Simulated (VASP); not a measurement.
Set up this calculation in VASP 6.6.1, as the native input.

```yaml
Task: single point
Functional: PBE
Potentials_or_basis: VASP PAW PBE potentials, release 64 (Ti_sv)
Cutoff: 520 eV
k_mesh: 7 × 7 × 9
Occupations: gaussian, width 0.019 eV
Spin: no spin polarisation
Dipole_correction: no
Further_INCAR_settings: ALGO = Normal; EDIFF = 1e-06; NBANDS = 25
```

The structure of Ti lies in POSCAR:

```
Ti
1.0
    4.5673748306      0.0000000000      0.0000000000
   -2.2836874153      3.9554626319      0.0000000000
    0.0000000000      0.0000000000      2.8262442700
Ti
3
Direct
    0.6666666667      0.3333333333      0.5000000000
    0.3333333333      0.6666666667      0.5000000000
    0.0000000000      0.0000000000      0.0000000000
```

These files were run (other wordings do the same):

INCAR

```
SYSTEM = Ti
  ALGO = Normal
  EDIFF = 1E-6
  ENCUT = 520
  GGA = PE
  ISIF = 2
  ISMEAR = 0
  LASPH = .TRUE.
  LCHARG = .FALSE.
  LREAL = .FALSE.
  LWAVE = .FALSE.
  NBANDS = 25
  NELM = 60
  PREC = Accurate
  SIGMA = 0.019000000000000003
```

KPOINTS

```
k-points
0
G
  7 7 9
  0 0 0
```

Potentials or basis: VASP PAW PBE potentials, release 64 (Ti_sv).

The run is started by

```sh
$ cat potpaw_PBE.64/Ti_sv/POTCAR > POTCAR
$ mpirun -np 1 vasp_std > vasp.out
```

Results of the run:

- Pressure: 0.5 GPa
- Band gap on the k mesh: zero (band 18 reaches 8.63 eV, above the bottom of band 19 at 8.36 eV)

Run time: 43 s on 1 thread of Intel(R) Xeon(R) Platinum 8488C (Sapphire Rapids) (shared host), peak memory 0.19 GiB.
